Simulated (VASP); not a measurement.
Runs of VASP 6.6.1 on Mg. The structure is that of space group P6_3/mmc (No. 194), or close to it. The cells are those of the table. 

```tsv
task	level	potentials or basis	cell	k mesh	cutoff (eV)	smearing	grid for exact exchange (PRECFOCK)	share of exact exchange	gap on the mesh (eV)	pressure (GPa)	relaxed volume (Å³/atom)
single point	PBEsol-based global hybrid with 25 % exact exchange	VASP PAW PBE potentials, release 64 (Mg)	a = 3.177, b = 3.177, c = 10.319 Å, angles 90.0, 90.0, 120.0°, 4 atoms	5 × 5 × 2	520	fermi-dirac 0.05 eV	Normal	0.25	none	-0.3	-
relaxation of cell and atoms	PBE	VASP PAW PBE potentials, release 64 (Mg)	relaxed from a = 3.177, b = 3.177, c = 10.319 Å, angles 90.0, 90.0, 120.0°, 4 atoms	10 × 10 × 3	600	fermi-dirac 0.05 eV	-	-	none	0.0	(b)
single point	LDA	VASP PAW LDA potentials, release 64 (Mg)	a = 3.239, b = 3.239, c = 10.521 Å, angles 90.0, 90.0, 120.0°, 4 atoms	10 × 10 × 3	520	fermi-dirac 0.05 eV	-	-	none	-3.3	-
single point	PBEsol	VASP PAW PBE potentials, release 64 (Mg)	a = 3.165, b = 3.165, c = 10.446 Å, angles 90.0, 90.0, 120.0°, 4 atoms	10 × 10 × 3	520	fermi-dirac 0.05 eV	-	-	none	0.0	-
single point	LDA	VASP PAW LDA potentials, release 64 (Mg)	a = 3.219, b = 3.219, c = 10.455 Å, angles 90.0, 90.0, 120.0°, 4 atoms	10 × 10 × 3	520	fermi-dirac 0.05 eV	-	-	none	-2.8	-
single point	PBE0	VASP PAW PBE potentials, release 64 (Mg)	a = 3.177, b = 3.177, c = 10.319 Å, angles 90.0, 90.0, 120.0°, 4 atoms	5 × 5 × 2	520	fermi-dirac 0.05 eV	Normal	0.25	none	0.2	-
single point	LDA	VASP PAW LDA potentials, release 64 (Mg)	a = 3.122, b = 3.122, c = 10.309 Å, angles 90.0, 90.0, 120.0°, 4 atoms	10 × 10 × 3	520	fermi-dirac 0.05 eV	-	-	none	-0.3	-
relaxation of cell and atoms	LDA	VASP PAW LDA potentials, release 64 (Mg)	relaxed from a = 3.177, b = 3.177, c = 10.319 Å, angles 90.0, 90.0, 120.0°, 4 atoms	10 × 10 × 3	600	fermi-dirac 0.05 eV	-	-	none	0.0	21.56
single point	LDA	VASP PAW LDA potentials, release 64 (Mg)	a = 3.177, b = 3.177, c = 10.319 Å, angles 90.0, 90.0, 120.0°, 4 atoms	10 × 10 × 3	520	fermi-dirac 0.05 eV	-	-	none	-1.6	-
single point	PBE	VASP PAW PBE potentials, release 64 (Mg)	a = 3.177, b = 3.177, c = 10.319 Å, angles 90.0, 90.0, 120.0°, 4 atoms	10 × 10 × 3	520	gaussian 0.011 eV	-	-	none	(a)	-
single point	PBE	VASP PAW PBE potentials, release 64 (Mg)	a = 3.186, b = 3.186, c = 10.514 Å, angles 90.0, 90.0, 120.0°, 4 atoms	10 × 10 × 3	520	fermi-dirac 0.05 eV	-	-	none	(c)	-
single point	LDA	VASP PAW LDA potentials, release 64 (Mg)	a = 3.198, b = 3.198, c = 10.387 Å, angles 90.0, 90.0, 120.0°, 4 atoms	10 × 10 × 3	520	fermi-dirac 0.05 eV	-	-	none	-2.2	-
```

Alike in all rows: no spin polarisation.

Question: Fill in the values left out.

Answer: (a) 0.8; (b) 23.06; (c) -0.1.

Caveats: some runs use coarse meshes; the PAW data sets were made with another functional, which shifts forces and pressure a little (at least some runs); the cell stands under tension (at least some runs).

A gap of «none» marks levels without a gap at the run's occupations.
